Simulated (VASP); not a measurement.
Here is a VASP 6.6.1 calculation.

INCAR

```
PREC = Accurate
ENCUT = 500
EDIFF = 1E-6
ISMEAR = 0
SIGMA = 0.15
LREAL = F
LASPH = T
NELM = 120
ALGO = Normal
ISIF = 2
LWAVE = F
LCHARG = T
LELF = T
LVHAR = T
NBANDS = 21
GGA_COMPAT = F
```

File KPOINTS:

```
regular mesh
0
Gamma
  16 16 12
```

POSCAR

```
W
1.0
    0.0000000000     -1.9864787844     -1.9864787844
    0.0000000000      1.9864787844     -1.9864787844
    3.9729575688      0.0000000000      0.0000000000
W
2
Direct
    0.5508437345      0.4491562655      0.4897305724
   -0.0508437345      0.0508437345      0.0102694276
```

Potentials or basis: VASP PAW LDA potentials, release 64 (W_sv).

Run with:

```sh
$ cat potpaw_LDA.64/W_sv/POTCAR > POTCAR
$ mpirun -np 1 vasp_std > vasp.out
```

Task: Estimate the band gap on the k mesh.

Result: Zero (bands 14 and 15 overlap by 3.98 eV).

Task: Estimate the pressure.

Result: 12.6 GPa.

Stress tensor (GPa, compression positive):
```
18.77 -1.70  0.00
-1.70  4.67  0.00
 0.00  0.00 14.23
```

Caveat: the cell differs from its parent crystal (atoms displaced along a vibrational mode); the cell stands under pressure; spin-orbit coupling is left out, which moves the levels of the heavy elements; forces of over 1 eV/Å act on the atoms, so gaps and moduli don't describe the material at rest.
